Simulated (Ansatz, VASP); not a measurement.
**Mg: VASP beside Ansatz**

```xyz
2
Lattice="3.2093 0.0000 0.0000 -1.6046 2.7793 0.0000 0.0000 0.0000 5.2103" Properties=species:S:1:pos:R:3 pbc="T T T"
Mg    0.0000    1.8529    1.3026
Mg    1.6046    0.9264    3.9077
```

Alike in both runs: task single point; functional PBEsol; k mesh 18 × 18 × 10; occupations gaussian, width 0.15 eV; no spin polarisation.

```csv
,VASP,Ansatz
version,VASP 6.6.1,Ansatz 0.2.0
potentials or method,"VASP PAW PBE potentials, release 64 (Mg), cutoff 520 eV","scalar-relativistic, plane waves, PAW"
valence electrons in the cell,4,20
```

|  | VASP | Ansatz | Ansatz less VASP |
| --- | --- | --- | --- |
| gap on the k mesh at the Fermi level (eV) | none | none | - |
| pressure (GPa) | -1.2 | -1.1 | +0.06 |
| traceless stress, the component that is largest in VASP (GPa) | -0.08 | -0.08 | +0.002 |

VASP's potentials were made for PBE, not for PBEsol. A gap of «none» marks a metal or a gap that the smearing closes. VASP's potentials hold 4 valence electrons a cell and Ansatz's 20, so a difference there can come from the potentials and not from the codes.
